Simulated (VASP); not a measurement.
# BN (P6_3/mmc) in VASP: further runs

Runs on BN. Level: LDA. Tasks: single point.

All numbers are computed with VASP 6.6.1; they aren't measurements. Logs are shortened: lines on timing, memory, paths and dates and some standing lists are left out, and cuts for length are marked.

## Step 1: The cell of the first run

It takes space group P6_3/mmc (No. 194, hexagonal). Conventional cell: a = 2.443 Å, b = 2.443 Å, c = 5.931 Å, α = 90.00°, β = 90.00°, γ = 120.00°. B (site symmetry -6m2) has 3 N at 1.41 Å within 1.9 Å. N (site symmetry -6m2) has 3 B at 1.41 Å within 1.9 Å.

## Step 2: Single point, LDA (volume 7.663 Å^3 an atom, c/a of the conventional cell 2.4281)

File INCAR:

```
SYSTEM = BN
PREC = Accurate
ENCUT = 520
EDIFF = 1E-6
ISMEAR = 0
SIGMA = 0.05
LREAL = .False.
LASPH = .True.
NELM = 80
ALGO = Normal
ISIF = 2
LWAVE = .False.
LCHARG = .False.
GGA = CA
NBANDS = 16
```

File KPOINTS:

```
Automatic mesh
0
Gamma
  12 12 4
  0 0 0
```

File POSCAR:

```
BN
1.0
    2.4427960294      0.0000000000      0.0000000000
   -1.2213980147      2.1155234177      0.0000000000
    0.0000000000      0.0000000000      5.9313530390
B N
2 2
Direct
    0.3333333333      0.6666666667      0.2500000000
    0.6666666667      0.3333333333      0.7500000000
    0.3333333333      0.6666666667      0.7500000000
    0.6666666667      0.3333333333      0.2500000000
```

Potentials or basis: VASP PAW LDA potentials, release 64 (B, N).

Started as:

```sh
$ cat potpaw_LDA.64/B/POTCAR potpaw_LDA.64/N/POTCAR > POTCAR
$ mpirun -np 1 vasp_std > vasp.out
```

OUTCAR:

```text
SYSTEM = BN
   PREC = Accurate
   ENCUT = 520
   EDIFF = 1E-6
   ISMEAR = 0
   LREAL = .False.
   LASPH = .True.
   NELM = 80
   ISIF = 2
   GGA = CA

 ion  position               nearest neighbor table
   1  0.333  0.667  0.250-   4 1.41   4 1.41   4 1.41
   2  0.667  0.333  0.750-   3 1.41   3 1.41   3 1.41
   3  0.333  0.667  0.750-   2 1.41   2 1.41   2 1.41
   4  0.667  0.333  0.250-   1 1.41   1 1.41   1 1.41

  LATTYP: Found a hexagonal cell.
 ALAT       =     2.4427960294
 C/A-ratio  =     2.4281000000

  Lattice vectors:

 A1 = (   2.4427960294,   0.0000000000,   0.0000000000)
 A2 = (  -1.2213980147,   2.1155234177,   0.0000000000)
 A3 = (   0.0000000000,   0.0000000000,   5.9313530390)

Analysis of symmetry for initial positions (statically):
=====================================================================
 Subroutine PRICEL returns:
 Original cell was already a primitive cell.

 Routine SETGRP: Setting up the symmetry group for a
 hexagonal supercell.

 Subroutine GETGRP returns: Found 24 space group operations
 (whereof 12 operations were pure point group operations)
 out of a pool of 24 trial point group operations.

The static configuration has the point symmetry D_3d.
 The point group associated with its full space group is D_6h.

Analysis of symmetry for dynamics (positions and initial velocities):
=====================================================================
 Subroutine PRICEL returns:
 Original cell was already a primitive cell.

 Routine SETGRP: Setting up the symmetry group for a
 hexagonal supercell.

 Subroutine GETGRP returns: Found 24 space group operations
 (whereof 12 operations were pure point group operations)
 out of a pool of 24 trial point group operations.

The dynamic configuration has the point symmetry D_3d.
 The point group associated with its full space group is D_6h.

 Subroutine INISYM returns: Found 24 space group operations
 (whereof 12 operations are pure point group operations),
 and found     1 'primitive' translations

----------------------------------------------------------------------------------------

                                     Primitive cell

  volume of cell :      30.6520

  direct lattice vectors                    reciprocal lattice vectors
     2.442796029  0.000000000  0.000000000     0.409366966  0.236348128  0.000000000
    -1.221398015  2.115523418  0.000000000     0.000000000  0.472696256  0.000000000
     0.000000000  0.000000000  5.931353039     0.000000000  0.000000000  0.168595596

  length of vectors
     2.442796029  2.442796029  5.931353039     0.472696256  0.472696256  0.168595596

  position of ions in fractional coordinates (direct lattice)
     0.333333333  0.666666667  0.250000000
     0.666666667  0.333333333  0.750000000
     0.333333333  0.666666667  0.750000000
     0.666666667  0.333333333  0.250000000

  ion indices of the primitive-cell ions
   primitive index   ion index
                 1           1
                 2           2
                 3           3
                 4           4

----------------------------------------------------------------------------------------

 KPOINTS: Automatic mesh

Automatic generation of k-mesh.
 Grid dimensions read from file:
 generate k-points for:   12   12    4

 Generating k-lattice:

  Cartesian coordinates                     Fractional coordinates (reciprocal lattice)
     0.034113914  0.019695677  0.000000000     0.083333333  0.000000000  0.000000000
     0.000000000  0.039391355  0.000000000     0.000000000  0.083333333  0.000000000
     0.000000000  0.000000000  0.042148899     0.000000000  0.000000000  0.250000000

  Length of vectors
     0.039391355  0.039391355  0.042148899

  Shift w.r.t. Gamma in fractional coordinates (k-lattice)
     0.000000000  0.000000000  0.000000000

 Subroutine IBZKPT returns following result:
 ===========================================

 Found     57 irreducible k-points:

 Following reciprocal coordinates:
            Coordinates               Weight
  0.000000  0.000000  0.000000      1.000000
  0.083333  0.000000  0.000000      6.000000
  0.166667  0.000000  0.000000      6.000000
  0.250000 -0.000000  0.000000      6.000000
  0.333333  0.000000  0.000000      6.000000
  0.416667 -0.000000  0.000000      6.000000
[... 16 lines left out ...]
  0.250000 -0.000000  0.250000     12.000000
  0.333333  0.000000  0.250000     12.000000
 [... further k-points ...]
   k-points           NKPTS =     57   k-points in BZ     NKDIM =     57   number of bands    NBANDS=     16
   number of dos      NEDOS =    301   number of ions     NIONS =      4
   total plane-waves  NPLWV =  15552
   dimension x,y,z NGX =    18 NGY =   18 NGZ =   48
   dimension x,y,z NGXF=    36 NGYF=   36 NGZF=   96
   ions per type =               2   2
   NGX,Y,Z   is equivalent  to a cutoff of  12.25, 12.25, 13.45 a.u.
   NGXF,Y,Z  is equivalent  to a cutoff of  24.50, 24.50, 26.91 a.u.
 SYSTEM =  BN
   PREC   = accura    normal or accurate (medium, high low for compatibility)
   ISTART =      0    job   : 0-new  1-cont  2-samecut
   ICHARG =      2    charge: 1-file 2-atom 10-const
   ISPIN  =      1    spin polarized calculation?
   LNONCOLLINEAR =      F non collinear calculations
   LSORBIT =      F    spin-orbit coupling
   LASPH  =      T    aspherical Exc in radial PAW
   ENCUT  =  520.0 eV  38.22 Ry    6.18 a.u.   4.54  4.54 11.03*2*pi/ulx,y,z
   NELM   =     80;   NELMIN=  2; NELMDL= -5     # of ELM steps
   EDIFF  = 0.1E-05   stopping-criterion for ELM
   LREAL  =      F    real-space projection
   EDIFFG = 0.1E-04   stopping-criterion for IOM
   NSW    =      0    number of steps for IOM
   IBRION =     -1    ionic relax: 0-MD 1-quasi-New 2-CG
   NFREE  =      0    steps in history (QN), initial steepest desc. (CG)
   ISIF   =      2    stress and relaxation
   ISYM   =      2    0-nonsym 1-usesym 2-fastsym
   POTIM  = 0.5000    time-step for ionic-motion
   TEBEG  =    0.0;   TEEND  =   0.0 temperature during run
   PSTRESS=    0.0 pullay stress
   NELECT =      16.0000    total number of electrons
   NUPDOWN=      -1.0000    fix difference up-down
   EMIN   =  10.00;   EMAX   =-10.00  energy-range for DOS
   EFERMI =   0.00;   METHOD = LEGACY
   ISMEAR =     0;   SIGMA  =   0.05  broadening in eV -4-tet -1-fermi 0-gaus
   EFERMI_NEDOS =   21; number of points for ismear=-14 and -15
   IALGO  =     38    algorithm
   IMIX   =      4    mixing-type and parameters
     AMIX     =   0.40;   BMIX     =  1.00
     AMIX_MAG =   1.60;   BMIX_MAG =  1.00
  volume/ion in A,a.u.               =       7.66        51.71
  Fermi-wavevector in a.u.,A,eV,Ry     =   1.318141  2.490925 23.640066  1.737496
  Thomas-Fermi vector in A             =   2.448132
   LORBIT       =      0    0 simple, 1 ext, 2 COOP (PROOUT), +10 PAW based schemes
   GGA     = CA    functional components
   LHFCALC =     F    Hartree Fock is set to
   AEXX    =    0.0000 exact exchange contribution
   IVDW    =     0    specifies the selected vdW correction
   LEPSILON=     F    determine dielectric tensor
   LRPA    =     F    only Hartree local field effects (RPA)
 non-spin polarized calculation
 Gauss-broadening in eV      SIGMA  =   0.05
  energy-cutoff  :      520.00
  volume of cell :       30.65
 maximum number of plane-waves:       848
   NGX =  9   NGY =  9   NGZ = 23

 number of electron      15.9999997 magnetization

 Free energy of the ion-electron system (eV)
  ---------------------------------------------------
  ext. energy  EPLUGINS =         0.00000000
  ---------------------------------------------------
  free energy    TOTEN  =       -38.44669193 eV

  energy without entropy =      -38.44669193  energy(sigma->0) =      -38.44669193

 E-fermi :   3.8522     XC(G=0): -11.3899

 val. band max:        3.5876119153   @ k =   0.3333   0.2500   0.0000
 cond. band min:       7.5571314338   @ k =   0.5000  -0.0000   0.0000
 fundamental gap:      3.9695195186
 Fermi energy:         3.8521888923

 k-point     1 :       0.0000    0.0000    0.0000
  band No.  band energies     occupation
      1     -14.7222      2.00000
      2     -14.0386      2.00000
      3      -3.8061      2.00000
      4      -0.2177      2.00000
      5       2.2352      2.00000
      6       2.2352      2.00000
[... 8 lines left out ...]
     15      17.2644      0.00000
     16      17.6308      0.00000

 k-point     2 :       0.0833    0.0000    0.0000
  band No.  band energies     occupation
      1     -14.5764      2.00000
      2     -13.9023      2.00000
      3      -3.6052      2.00000
      4      -0.0445      2.00000
      5       1.6636      2.00000
      6       1.7667      2.00000
[... 8 lines left out ...]
     15      16.6647      0.00000
     16      18.0248      0.00000

 k-point     3 :       0.1667    0.0000    0.0000
  band No.  band energies     occupation
      1     -14.1457      2.00000
      2     -13.5011      2.00000
      3      -3.0090      2.00000
      4       0.2001      2.00000
      5       0.3326      2.00000
      6       0.4634      2.00000
[... 8 lines left out ...]
     15      18.1062      0.00000
     16      18.9779      0.00000

 k-point     4 :       0.2500   -0.0000    0.0000
  band No.  band energies     occupation
      1     -13.4537      2.00000
      2     -12.8621      2.00000
      3      -2.0400      2.00000
      4      -1.6788      2.00000
      5      -1.4982      2.00000
      6       0.4640      2.00000
[... 8 lines left out ...]
     15      20.2904      0.00000
     16      20.5303      0.00000

 k-point     5 :       0.3333    0.0000    0.0000
  band No.  band energies     occupation
      1     -12.5613      2.00000
      2     -12.0572      2.00000
      3      -3.5670      2.00000
      4      -3.3482      2.00000
      5      -0.7573      2.00000
      6      -0.2133      2.00000
[... 8 lines left out ...]
     15      20.0714      0.00000
     16      23.0091      0.00000

 k-point     6 :       0.4167   -0.0000    0.0000
  band No.  band energies     occupation
      1     -11.6312      2.00000
      2     -11.2842      2.00000
      3      -5.0785      2.00000
      4      -4.8792      2.00000
      5      -0.6559      2.00000
      6      -0.4949      2.00000
[... 8 lines left out ...]
     15      19.5104      0.00000
     16      25.0127      0.00000
[... 267 lines left out ...]
 k-point    21 :       0.0833    0.0000    0.2500
  band No.  band energies     occupation
      1     -14.4883      2.00000
      2     -14.0134      2.00000
      3      -3.1803      2.00000
      4      -0.7245      2.00000
      5       1.6809      2.00000
      6       1.7580      2.00000
[... 8 lines left out ...]
     15      16.7982      0.00000
     16      17.7365      0.00000

 k-point    22 :       0.1667    0.0000    0.2500
  band No.  band energies     occupation
      1     -14.0609      2.00000
      2     -13.6066      2.00000
      3      -2.5980      2.00000
      4      -0.2446      2.00000
      5       0.2287      2.00000
      6       0.3725      2.00000
[... 8 lines left out ...]
     15      18.0659      0.00000
     16      18.1330      0.00000

 k-point    23 :       0.2500   -0.0000    0.2500
  band No.  band energies     occupation
      1     -13.3751      2.00000
      2     -12.9579      2.00000
      3      -1.8259      2.00000
      4      -1.5444      2.00000
      5      -1.4627      2.00000
      6       0.4847      2.00000
[... 8 lines left out ...]
     15      20.3205      0.00000
     16      20.4890      0.00000

 k-point    24 :       0.3333    0.0000    0.2500
  band No.  band energies     occupation
      1     -12.4931      2.00000
      2     -12.1373      2.00000
      3      -3.5503      2.00000
      4      -3.3917      2.00000
      5      -0.3679      2.00000
      6      -0.1910      2.00000
[... 8 lines left out ...]
     15      21.4399      0.00000
     16      23.0296      0.00000

 [... further k-points ...]

------------------------ aborting loop because EDIFF is reached ----------------------------------------

  FORCE on cell =-STRESS in cart. coord.  units (eV):
  Direction    XX          YY          ZZ          XY          YZ          ZX
  --------------------------------------------------------------------------------------
  -------------------------------------------------------------------------------------
  Total        5.0598800      5.0598800      0.8729821      0.0000000      0.0000000      0.0000000
  in kB      264.4794806    264.4794806     45.6306994      0.0000000      0.0000000      0.0000000
  external PRESSURE =     191.5298868 kB  Pullay stress =       0.0000000 kB

 VOLUME and BASIS-vectors are now :
 -----------------------------------------------------------------------------
  energy-cutoff  :      520.00
  volume of cell :       30.65
      direct lattice vectors                 reciprocal lattice vectors
     2.442796029  0.000000000  0.000000000     0.409366966  0.236348128  0.000000000
    -1.221398015  2.115523418  0.000000000     0.000000000  0.472696256  0.000000000
     0.000000000  0.000000000  5.931353039     0.000000000  0.000000000  0.168595596

 POSITION                                       TOTAL-FORCE (eV/Angst)
 -----------------------------------------------------------------------------------
     -0.00000      1.41035      1.48284         0.000000     -0.000000      0.000000
      1.22140      0.70517      4.44851        -0.000000      0.000000      0.000000
     -0.00000      1.41035      4.44851         0.000000      0.000000      0.000000
      1.22140      0.70517      1.48284         0.000000      0.000000      0.000000
 -----------------------------------------------------------------------------------
    total drift:                                0.000000     -0.000000      0.000000

  FREE ENERGIE OF THE ION-ELECTRON SYSTEM (eV)
  ---------------------------------------------------
  free  energy   TOTEN  =       -38.4466919308 eV

  energy  without entropy=      -38.4466919308  energy(sigma->0) =      -38.44669193
```

Run time: 8.8 s. Hardware: 1 thread of Intel Xeon 6975P-C (Granite Rapids), shared host; peak memory 0.14 GiB.

What came out:

| Quantity | Value |
| --- | --- |
| Free energy | -38.4467 eV |
| Pressure | 19.2 GPa |
| Band gap on the k mesh | 3.97 eV, indirect (least direct gap 4.30 eV) |

Levels at points of the mesh, in eV from the valence-band top:
```csv
k point,band 6,band 7,band 8,band 9,band 10,band 11
"(0.00, 0.00, 0.00)",-1.35,-1.25,-1.25,5.84,11.72,11.89
"(0.50, 0.00, 0.00)",-4.23,-2.09,-0.33,3.97,6.23,10.25
"(0.00, 0.00, 0.50)",-1.30,-1.30,-1.30,9.02,9.02,12.03
"(0.50, 0.00, 0.50)",-4.32,-1.12,-1.12,4.58,4.58,10.69
```

 A k mesh can miss the band edges.

(Part 1 of 2 ends here.)
